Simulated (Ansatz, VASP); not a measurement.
One calculation of InSbTe3, two programs

```
In Sb Te
1.0
     5.81465    0.00000    0.00000
     0.00000    5.81465    0.00000
     0.00000    0.00000    5.81465
In Sb Te
1 1 3
Direct
  0.50000 0.50000 0.50000
  0.00000 0.00000 0.00000
  0.50000 0.00000 0.00000
  0.00000 0.50000 0.00000
  0.00000 0.00000 0.50000
```

Change from the starting cell: species swapped into the KMnF3 type (Pm-3m, No. 221).

Alike in both runs: functional PBE; k mesh 8 × 8 × 8; occupations gaussian, width 0.1 eV; no spin polarisation.

Ansatz relaxed the structure, and its values are those at the end. VASP's run is a single point on that final structure, the one shown.

|  | VASP | Ansatz |
| --- | --- | --- |
| version | VASP 6.6.1 | Ansatz 0.2.0 |
| potentials or method | VASP PAW PBE potentials, release 64 (In_d, Sb, Te), cutoff 520 eV | scalar-relativistic, plane waves, PAW |
| valence electrons in the cell | 36 | 76 |

|  | VASP | Ansatz | Ansatz less VASP |
| --- | --- | --- | --- |
| gap on the k mesh at the Fermi level (eV) | none | none | - |
| pressure (GPa) | 0.0 | 0.0 | +0.03 |

A gap of «none» marks a metal or a gap that the smearing closes. With one functional, cell and mesh, what is left measures potentials, basis and numerics. VASP's potentials hold 36 valence electrons a cell and Ansatz's 76, so a difference there can come from the potentials and not from the codes.

Neither program's run includes spin-orbit coupling.
